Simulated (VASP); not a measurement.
Set up this calculation in VASP 6.6.1, as the native input.

- Task: relaxation of cell and atoms
- Functional: PBE
- Potentials or basis: VASP PAW PBE potentials, release 64 (Mg, Be, Te, O)
- Cutoff: 600 eV
- k mesh: 12 × 12 × 4
- Occupations: gaussian, width 0.1 eV
- Spin: no spin polarisation
- Dipole correction: no
- Further INCAR settings: ALGO = Normal; EDIFF = 1e-07; IBRION = 2; EDIFFG = -0.01; NSW = 100; ISIF = 3

The structure of MgBe2Te2O lies in POSCAR:

```
MgBe2Te2O
1.0
    4.1822108800      0.0000000000      0.0000000000
   -2.0911054400      3.6219008660      0.0000000000
    0.0000000000      0.0000000000      9.6192836702
Mg Be Te O
1 2 2 1
Direct
    0.0000000000      0.0000000000      0.0000000000
    0.3333333333      0.6666666667      0.0000000000
    0.6666666667      0.3333333333      0.0000000000
    0.0000000000      0.0000000000      0.7098438360
    0.0000000000      0.0000000000      0.2901561640
    0.0000000000      0.0000000000      0.5000000000
```

The cell was generated, and may not be a known phase.

These files were run (other wordings do the same):

INCAR

```
  PREC = Accurate
  ENCUT = 600
  EDIFF = 1E-7
  ISMEAR = 0
  SIGMA = 0.1
  LREAL = F
  LASPH = T
  NELM = 100
  ALGO = Normal
  ISIF = 3
  LWAVE = F
  LCHARG = F
  GGA = PE
  IBRION = 2
  NSW = 100
  EDIFFG = -0.01
```

KPOINTS

```
Automatic mesh
0
Gamma
  12 12 4
```

Potentials or basis: VASP PAW PBE potentials, release 64 (Mg, Be, Te, O).

The run is started by

```bash
$ cat potpaw_PBE.64/Mg/POTCAR potpaw_PBE.64/Be/POTCAR potpaw_PBE.64/Te/POTCAR potpaw_PBE.64/O/POTCAR > POTCAR
$ mpirun -np 1 vasp_std > vasp.out
```

Results of the run:

```yaml
Relaxed_volume: 24.37 Å³/atom
Relaxed_cell: a = 4.180 Å, b = 4.180 Å, c = 9.665 Å, α = 90.00°, β = 90.00°, γ = 120.00°
Space_group_after_relaxing_to_0.1_Å: P6/mmm (No. 191)
Energy_gained_by_relaxing: 0.9 meV/atom
Ionic_steps: 5
Pressure_after_relaxing: 0.0 GPa
Band_gap_on_the_k_mesh: zero (bands 12 and 13 overlap by 2.01 eV)
```

Caveat: spin-orbit coupling is left out, which moves the levels of the heavy elements.

It took 6.1 min on 1 thread of Intel(R) Xeon(R) 6975P-C (Granite Rapids) (shared host), peak memory 0.48 GiB.
